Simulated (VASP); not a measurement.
# HfO2 (R-3m) in VASP: a series of runs

Runs on HfO2. Level: PBE. Tasks: electric field gradients.

All numbers are computed with VASP 6.6.1; they aren't measurements. Logs are shortened: lines on timing, memory, paths and dates and some standing lists are left out, and cuts for length are marked.

## (1) The cell of the first run

It takes space group R-3m (No. 166, trigonal). The conventional cell has a = 3.671 Å, b = 3.671 Å, c = 8.594 Å, α = 90.00°, β = 90.00°, γ = 120.00°. Hf (site symmetry -3m) has 8 O at 2.15 to 2.24 Å within 2.8 Å. O (site symmetry 3m) has 4 Hf at 2.15 to 2.24 Å and 6 O at 2.56 Å within 2.8 Å.

## (2) Electric field gradients, PBE (equal xy, yz and zx shear strains of -3 %)

File INCAR:

```
PREC = Accurate ; ENCUT = 520
EDIFF = 1E-8 ; ISMEAR = -1
SIGMA = 0.01 ; LREAL = False
LASPH = True ; NELM = 80
ALGO = Normal ; ISIF = 2
LWAVE = False ; LCHARG = False
GGA = PE ; LEFG = True
NBANDS = 18
```

File KPOINTS:

```
Automatic mesh
0
Gamma
  9 9 9
```

File POSCAR:

```
HfO2
1.0
   -0.0767250000      2.5191375000      2.5191375000
    2.5191375000     -0.0767250000      2.5191375000
    2.5191375000      2.5191375000     -0.0767250000
Hf O
1 2
Direct
    0.0000000000      0.0000000000      0.0000000000
    0.2500000000      0.2500000000      0.2500000000
    0.7500000000      0.7500000000      0.7500000000
```

Potentials or basis: VASP PAW PBE potentials, release 64 (Hf_pv, O).

Started as:

```sh
> cat potpaw_PBE.64/Hf_pv/POTCAR potpaw_PBE.64/O/POTCAR > POTCAR
> mpirun -np 1 vasp_std > vasp.out
```

OUTCAR:

```text
PREC = Accurate
   ENCUT = 520
   EDIFF = 1E-8
   ISMEAR = -1
   LREAL = False
   LASPH = True
   NELM = 80
   ISIF = 2
   GGA = PE

 ion  position               nearest neighbor table
   1  0.000  0.000  0.000-   2 2.15   3 2.15   3 2.24   3 2.24   3 2.24   2 2.24   2 2.24   2 2.24

   2  0.250  0.250  0.250-   1 2.15   1 2.24   1 2.24   1 2.24
   3  0.750  0.750  0.750-   1 2.15   1 2.24   1 2.24   1 2.24

  LATTYP: Found a trigonal (rhomboedric) cell.
 ALAT       =     3.5634245065
 COS(alpha) =     0.4693254694

  Lattice vectors:

 A1 = (  -0.0767250000,   2.5191375000,   2.5191375000)
 A2 = (   2.5191375000,  -0.0767250000,   2.5191375000)
 A3 = (   2.5191375000,   2.5191375000,  -0.0767250000)

Analysis of symmetry for initial positions (statically):
=====================================================================
 Subroutine PRICEL returns:
 Original cell was already a primitive cell.

 Routine SETGRP: Setting up the symmetry group for a
 trigonal (rhombohedral) supercell.

 Subroutine GETGRP returns: Found 12 space group operations
 (whereof 12 operations were pure point group operations)
 out of a pool of 12 trial point group operations.

The static configuration has the point symmetry D_3d.

Analysis of symmetry for dynamics (positions and initial velocities):
=====================================================================
 Subroutine PRICEL returns:
 Original cell was already a primitive cell.

 Routine SETGRP: Setting up the symmetry group for a
 trigonal (rhombohedral) supercell.

 Subroutine GETGRP returns: Found 12 space group operations
 (whereof 12 operations were pure point group operations)
 out of a pool of 12 trial point group operations.

The dynamic configuration has the point symmetry D_3d.

 Subroutine INISYM returns: Found 12 space group operations
 (whereof 12 operations are pure point group operations),
 and found     1 'primitive' translations

----------------------------------------------------------------------------------------

                                     Primitive cell

  volume of cell :      33.4334
[... 122 lines left out ...]
 non-spin polarized calculation
  energy-cutoff  :      520.00
  volume of cell :       33.43
 maximum number of plane-waves:       911
   NGX = 13   NGY = 13   NGZ = 13

 number of electron      21.9999995 magnetization

 Free energy of the ion-electron system (eV)
  ---------------------------------------------------
  ext. energy  EPLUGINS =         0.00000000
  ---------------------------------------------------
  free energy    TOTEN  =       -30.20940147 eV

  energy without entropy =      -30.20940147  energy(sigma->0) =      -30.20940147

 E-fermi :   4.2744     XC(G=0): -11.6998

 val. band max:        4.0007766099   @ k =  -0.4444  -0.4444   0.1111
 cond. band min:       7.8548050409   @ k =   0.4444   0.4444   0.0000
 fundamental gap:      3.8540284310
 Fermi energy:         4.2743548370

 k-point     1 :       0.0000    0.0000    0.0000
  band No.  band energies     occupation
      1     -25.7525      2.00000
      2     -25.7525      2.00000
      3     -25.7304      2.00000
      4     -14.5208      2.00000
      5     -11.6116      2.00000
      6      -1.1610      2.00000
[... 481 lines left out ...]
      5     -12.5565      2.00000
      6      -2.1126      2.00000
[... 10 lines left out ...]
     17      15.8497      0.00000
     18      17.3804      0.00000

 [... further k-points ...]
[... 5 lines left out ...]
  --------------------------------------------------------------------------------------
  -------------------------------------------------------------------------------------
  Total       -1.0874848     -1.0874848     -1.0874848      0.5813304      0.5813304      0.5813304
  in kB      -52.1138340    -52.1138340    -52.1138340     27.8581888     27.8581888     27.8581888
  external PRESSURE =     -52.1138340 kB  Pullay stress =       0.0000000 kB

 VOLUME and BASIS-vectors are now :
 -----------------------------------------------------------------------------
  energy-cutoff  :      520.00
  volume of cell :       33.43
      direct lattice vectors                 reciprocal lattice vectors
    -0.076725000  2.519137500  2.519137500    -0.189635638  0.195592778  0.195592778
     2.519137500 -0.076725000  2.519137500     0.195592778 -0.189635638  0.195592778
     2.519137500  2.519137500 -0.076725000     0.195592778  0.195592778 -0.189635638

 POSITION                                       TOTAL-FORCE (eV/Angst)
 -----------------------------------------------------------------------------------
      0.00000      0.00000      0.00000        -0.000000     -0.000000     -0.000000
      1.24039      1.24039      1.24039         0.210352      0.210352      0.210352
      3.72116      3.72116      3.72116        -0.210352     -0.210352     -0.210352
 -----------------------------------------------------------------------------------
    total drift:                                0.000000      0.000000      0.000000

  FREE ENERGIE OF THE ION-ELECTRON SYSTEM (eV)
  ---------------------------------------------------
  free  energy   TOTEN  =       -30.2094014716 eV

  energy  without entropy=      -30.2094014716  energy(sigma->0) =      -30.20940147

 Electric field gradients (V/A^2)
---------------------------------------------------------------------
 ion       V_xx      V_yy      V_zz      V_xy      V_xz      V_yz
---------------------------------------------------------------------
   1       0.000    -0.000    -0.000   -58.170   -58.170   -58.170
   2       0.000     0.000    -0.000    -2.622    -2.622    -2.622
   3      -0.000     0.000    -0.000    -2.622    -2.622    -2.622
---------------------------------------------------------------------

 Electric field gradients after diagonalization (V/A^2)
 (convention: |V_zz| > |V_xx| > |V_yy|)
----------------------------------------------------------------------
 ion       V_xx      V_yy      V_zz     asymmetry (V_yy - V_xx)/ V_zz
----------------------------------------------------------------------
   1      58.170    58.170  -116.339       0.000
   2       2.622     2.622    -5.244       0.000
   3       2.622     2.622    -5.244       0.000
----------------------------------------------------------------------

           NMR quadrupolar parameters

 Cq : quadrupolar parameter    Cq=e*Q*V_zz/h
 eta: asymmetry parameters     (V_yy - V_xx)/ V_zz
 Q  : nuclear electric quadrupole moment in mb (millibarn)
----------------------------------------------------------------------
 ion       Cq(MHz)       eta       Q (mb)
----------------------------------------------------------------------
   1      -0.281       0.000       1.000
   2      -0.013       0.000       1.000
   3      -0.013       0.000       1.000
----------------------------------------------------------------------
```

Wall time 1.7 min (1 thread of Intel Xeon 8259CL, shared host); peak memory 0.19 GiB.

What came out:

| Quantity | Value |
| --- | --- |
| Free energy | -30.2094 eV |
| Pressure | -5.2 GPa |
| Largest force | 0.364 eV/Å |
| Band gap on the k mesh | 3.85 eV (least direct gap 3.96 eV) |
| Largest electric field gradient by atom | Hf -116.3; O -5.2 V/Å² |

Forces on the atoms (eV/Å):
```
Hf   0.000  0.000  0.000
O    0.210  0.210  0.210
O   -0.210 -0.210 -0.210
```

Electric field gradients, principal values (V/Å²):
| atom | least | middle | greatest (by size) |
| --- | --- | --- | --- |
| 1 Hf | 58.170 | 58.170 | -116.339 |
| 2 O | 2.622 | 2.622 | -5.244 |
| 3 O | 2.622 | 2.622 | -5.244 |

Caveat: the cell differs from its parent crystal (equal xy, yz and zx shear strains of -3 %); the cell stands under tension; without QUAD_EFG the Cq values of the log hold for a quadrupole moment of 1 mb, not for the nuclei; spin-orbit coupling is left out, which moves the levels of the heavy elements; an odd mesh through Γ misses points on the zone boundary, where band edges can lie.

## (3) Electric field gradients, PBE (equal xy, yz and zx shear strains of -1 %)

INCAR, as its differences from that of step 2:

```diff
@@ -3,3 +3,3 @@
 SIGMA = 0.01 ; LREAL = False
-LASPH = True ; NELM = 80
+LASPH = True ; NELM = 60
 ALGO = Normal ; ISIF = 2
```

KPOINTS is that of step 2.

File POSCAR:

```
HfO2
1.0
   -0.0255750000      2.5447125000      2.5447125000
    2.5447125000     -0.0255750000      2.5447125000
    2.5447125000      2.5447125000     -0.0255750000
Hf O
1 2
Direct
    0.0000000000      0.0000000000      0.0000000000
    0.2500000000      0.2500000000      0.2500000000
    0.7500000000      0.7500000000      0.7500000000
```

Potentials or basis: VASP PAW PBE potentials, release 64 (Hf_pv, O).

Started as:

```sh
> cat potpaw_PBE.64/Hf_pv/POTCAR potpaw_PBE.64/O/POTCAR > POTCAR
> mpirun -np 1 vasp_std > vasp.out
```

OUTCAR:

```text
PREC = Accurate
   ENCUT = 520
   EDIFF = 1E-8
   ISMEAR = -1
   LREAL = False
   LASPH = True
   NELM = 60
   ISIF = 2
   GGA = PE

 ion  position               nearest neighbor table
   1  0.000  0.000  0.000-   2 2.19   3 2.19   3 2.22   3 2.22   3 2.22   2 2.22   2 2.22   2 2.22

   2  0.250  0.250  0.250-   1 2.19   1 2.22   1 2.22   1 2.22
   3  0.750  0.750  0.750-   1 2.19   1 2.22   1 2.22   1 2.22

  LATTYP: Found a trigonal (rhomboedric) cell.
 ALAT       =     3.5988578044
 COS(alpha) =     0.4899250057

  Lattice vectors:

 A1 = (  -0.0255750000,   2.5447125000,   2.5447125000)
 A2 = (   2.5447125000,  -0.0255750000,   2.5447125000)
 A3 = (   2.5447125000,   2.5447125000,  -0.0255750000)

Analysis of symmetry for initial positions (statically):
=====================================================================
 Subroutine PRICEL returns:
 Original cell was already a primitive cell.

[... 700 lines left out ...]
     2.544712500  2.544712500 -0.025575000     0.195513246  0.195513246 -0.193548289

 POSITION                                       TOTAL-FORCE (eV/Angst)
 -----------------------------------------------------------------------------------
      0.00000      0.00000      0.00000         0.000000     -0.000000      0.000000
      1.26596      1.26596      1.26596         0.060072      0.060072      0.060072
      3.79789      3.79789      3.79789        -0.060072     -0.060072     -0.060072
 -----------------------------------------------------------------------------------
    total drift:                                0.000000      0.000000      0.000000

  FREE ENERGIE OF THE ION-ELECTRON SYSTEM (eV)
  ---------------------------------------------------
  free  energy   TOTEN  =       -30.2310950890 eV

  energy  without entropy=      -30.2310950890  energy(sigma->0) =      -30.23109509

 Electric field gradients (V/A^2)
---------------------------------------------------------------------
 ion       V_xx      V_yy      V_zz      V_xy      V_xz      V_yz
---------------------------------------------------------------------
   1       0.000     0.000    -0.000   -18.117   -18.117   -18.117
   2       0.000     0.000    -0.000    -0.749    -0.749    -0.749
   3       0.000    -0.000    -0.000    -0.749    -0.749    -0.749
---------------------------------------------------------------------

 Electric field gradients after diagonalization (V/A^2)
 (convention: |V_zz| > |V_xx| > |V_yy|)
----------------------------------------------------------------------
 ion       V_xx      V_yy      V_zz     asymmetry (V_yy - V_xx)/ V_zz
----------------------------------------------------------------------
   1      18.117    18.117   -36.235       0.000
   2       0.749     0.749    -1.497       0.000
   3       0.749     0.749    -1.497       0.000
----------------------------------------------------------------------

           NMR quadrupolar parameters

 Cq : quadrupolar parameter    Cq=e*Q*V_zz/h
 eta: asymmetry parameters     (V_yy - V_xx)/ V_zz
 Q  : nuclear electric quadrupole moment in mb (millibarn)
----------------------------------------------------------------------
 ion       Cq(MHz)       eta       Q (mb)
----------------------------------------------------------------------
   1      -0.088       0.000       1.000
   2      -0.004       0.000       1.000
   3      -0.004       0.000       1.000
----------------------------------------------------------------------
```

stdout:

```text
POSCAR found type information on POSCAR HfO
 POSCAR found :  2 types and       3 ions
 scaLAPACK will be used
 LDA part: xc-table for (Slater+PW92), standard interpolation
 POSCAR, INCAR and KPOINTS ok, starting setup
 FFT: planning ... GRIDC
 FFT: planning ... GRID_SOFT
 FFT: planning ... GRID
 WAVECAR not read
 entering main loop
ion   1

ion   2

ion   3
```

It took 1.8 min on 1 thread of Intel Xeon 8259CL, shared host; peak memory 0.19 GiB.

What came out:

- Free energy: -30.2311 eV
- Pressure: -5.9 GPa
- Largest force: 0.104 eV/Å
- Band gap on the k mesh: 3.84 eV (least direct gap 3.95 eV)
- Largest electric field gradient by atom: Hf -36.2; O -1.5 V/Å²

Forces on the atoms (eV/Å):
```
Hf   0.000  0.000  0.000
O    0.060  0.060  0.060
O   -0.060 -0.060 -0.060
```

Levels at points of the mesh, in eV from the valence-band top:
```
           k point  band 8  band 9  band 10  band 11  band 12  band 13  band 14  band 15
(0.00, 0.00, 0.00)   -5.12   -0.56    -0.54    -0.54     3.87     3.87     5.67    10.08
```

Electric field gradients, principal values (V/Å²):
| atom | least | middle | greatest (by size) |
| --- | --- | --- | --- |
| 1 Hf | 18.117 | 18.117 | -36.235 |
| 2 O | 0.749 | 0.749 | -1.497 |
| 3 O | 0.749 | 0.749 | -1.497 |

Caveat: the cell differs from its parent crystal (equal xy, yz and zx shear strains of -1 %); the cell stands under tension; without QUAD_EFG the Cq values of the log hold for a quadrupole moment of 1 mb, not for the nuclei; spin-orbit coupling is left out, which moves the levels of the heavy elements; an odd mesh through Γ misses points on the zone boundary, where band edges can lie.

(Continued in part 2 of 2.)
